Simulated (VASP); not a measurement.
The system is Si.

```
CELL_PARAMETERS angstrom
3.85899 0.00000 0.00000
-1.92949 3.34198 0.00000
0.00000 0.00000 12.67601
ATOMIC_POSITIONS crystal
Si 0.00000 0.00000 0.00050
Si 0.33333 0.66667 0.24965
Si 0.00000 0.00000 0.50050
Si 0.66667 0.33333 0.74965
Si 0.00000 0.00000 0.18700
Si 0.33333 0.66667 0.43785
Si 0.00000 0.00000 0.68700
Si 0.66667 0.33333 0.93785
```

This isn't the form of Si at room conditions, which is diamond.

* Program: VASP 6.6.1
* Task: relaxation of cell and atoms
* Functional: LDA
* Potentials or basis: VASP PAW LDA potentials, release 64 (Si)
* Cutoff: 600 eV
* k mesh: 12 × 12 × 2
* Occupations: fermi-dirac, width 0.02 eV
* Spin: no spin polarisation

At the start: pressure -3.3 GPa; volume 20.43 Å³/atom.

Task: How do energy, volume and symmetry change on relaxing?

Result: Over 6 steps the energy falls by 8.0 meV/atom and the volume is 19.69 Å³/atom (-3.6 %); space group P6_3/mmc (No. 194, to 0.1 Å) before and after.

Step by step:
| step | energy change (eV) | largest force (eV/Å) | pressure (GPa) | volume (Å³) |
| --- | --- | --- | --- | --- |
| 1 | 0.0000 | 0.0105 | -3.33 | 163.48 |
| 2 | -0.0341 | 0.0212 | 2.53 | 153.64 |
| 3 | -0.0640 | 0.0076 | -0.01 | 157.52 |
| 4 | -0.0640 | 0.0080 | 0.06 | 157.40 |
| 5 | -0.0640 | 0.0013 | -0.04 | 157.57 |
| 6 | -0.0640 | 0.0020 | -0.01 | 157.52 |

Final structure:
```xyz
8
Lattice="3.8113 0.0000 0.0000 -1.9056 3.3007 0.0000 0.0000 0.0000 12.5214" Properties=species:S:1:pos:R:3 pbc="T T T"
Si   -1.9056    3.3007    0.0065
Si    0.0000    2.2004    3.1260
Si    0.0000    0.0000    6.2672
Si    1.9056    1.1002    9.3867
Si    0.0000    0.0000    2.3413
Si    0.0000    2.2004    5.4825
Si   -1.9056    3.3007    8.6020
Si    1.9056    1.1002   11.7432
```
